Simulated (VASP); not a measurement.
Here is a VASP 6.6.1 calculation.

The input INCAR:

```
SYSTEM = Cd2S
ALGO = Normal ; EDIFF = 1E-7
ENCUT = 520 ; GGA = PS
ISIF = 2 ; ISMEAR = -1
LASPH = .TRUE. ; LCHARG = .TRUE.
LELF = .TRUE. ; LREAL = .FALSE.
LVHAR = .TRUE. ; LWAVE = .FALSE.
NBANDS = 22 ; NELM = 100
PREC = Accurate ; SIGMA = 0.05
```

KPOINTS

```
k-points
0
G
  8 8 5
  0 0 0
```

The input POSCAR:

```
Cd2S
1.0
    3.9360741467      0.0000000000      0.0000000000
   -1.9680370733      3.4087402022      0.0000000000
    0.0000000000      0.0000000000      5.7702029595
Cd S
2 1
Direct
    0.3333333333      0.6666666667      0.9327170000
    0.6666666667      0.3333333333      0.5787350000
    0.3333333333      0.6666666667      0.3657050000
```

Potentials or basis: VASP PAW PBE potentials, release 64 (Cd, S).

Command:

```bash
$ cat potpaw_PBE.64/Cd/POTCAR potpaw_PBE.64/S/POTCAR > POTCAR
$ mpirun -np 1 vasp_std > vasp.out
```

(1) Estimate the band gap on the k mesh.

(2) Estimate the largest force.

(3) What does it give for the pressure?

Answers

(1) 0.21 eV, indirect (least direct gap 0.57 eV).

(2) 0.079 eV/Å.

(3) -1.9 GPa.

Caveat: the PAW data sets were made with another functional, which shifts forces and pressure a little.
